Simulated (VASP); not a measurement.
Wanted: the native input for a VASP 6.6.1 run.

```yaml
Task: relaxation of cell and atoms
Functional: PBE
Potentials_or_basis: VASP PAW PBE potentials, release 64 (Si, Ni)
Cutoff: 600 eV
k_mesh: 10 × 10 × 6
Occupations: gaussian, width 0.1 eV
Spin: no spin polarisation
Dipole_correction: no
Further_INCAR_settings: ALGO = Normal; EDIFF = 1e-07; IBRION = 2; EDIFFG = -0.01; NSW = 100; ISIF = 3
```

The structure of Si2Ni lies in POSCAR:

```
Si2Ni
1.0
    3.5243116508      0.0000000000      0.0000000000
    0.0000000000      3.5243116508      0.0000000000
    0.0000000000      0.0000000000      6.2728505742
Si Ni
4 2
Direct
    0.0000000000      0.0000000000      0.0000000000
    0.5000000000      0.5000000000      0.0000000000
    0.0000000000      0.5000000000      0.3832532908
    0.5000000000      0.0000000000      0.6167467092
    0.0000000000      0.5000000000      0.7536759385
    0.5000000000      0.0000000000      0.2463240615
```

These files were run (other wordings do the same):

INCAR

```
SYSTEM = Si2Ni
ALGO     = Normal         ! electronic algorithm
EDIFF    = 1E-7           ! SCF threshold, eV
EDIFFG   = -0.01          ! ionic threshold
ENCUT    = 600            ! plane-wave cutoff, eV
GGA      = PE             ! functional
IBRION   = 2              ! ionic algorithm
ISIF     = 3              ! what is computed and relaxed
ISMEAR   = 0              ! smearing method
LASPH    = .TRUE.         ! aspherical terms in the spheres
LCHARG   = .FALSE.        ! write CHGCAR
LREAL    = .FALSE.        ! projectors in reciprocal space
LWAVE    = .FALSE.        ! write WAVECAR
NELM     = 100            ! most SCF steps
NSW      = 100            ! ionic steps
PREC     = Accurate       ! precision mode
SIGMA    = 0.1            ! smearing width, eV
```

KPOINTS

```
k-points
0
G
  10 10 6
  0 0 0
```

Potentials or basis: VASP PAW PBE potentials, release 64 (Si, Ni).

Command:

```console
$ cat potpaw_PBE.64/Si/POTCAR potpaw_PBE.64/Ni/POTCAR > POTCAR
$ mpirun -np 1 vasp_std > vasp.out
```

Results of the run:

```
Relaxed volume                         : 12.94 Å³/atom
Relaxed cell                           : a = 3.531 Å, b = 3.531 Å, c = 6.224 Å, α = 90.00°, β = 90.00°, γ = 90.00°
Space group after relaxing (to 0.05 Å) : P4/nmm (No. 129)
Energy gained by relaxing              : 1.0 meV/atom
Ionic steps                            : 7
Pressure after relaxing                : 0.0 GPa
Band gap on the k mesh                 : zero (band 18 reaches 11.94 eV, above the bottom of band 19 at 9.96 eV)
```

Wall time 4.9 min on 1 thread of Intel(R) Xeon(R) 6975P-C (Granite Rapids) (shared host), peak memory 0.3 GiB.
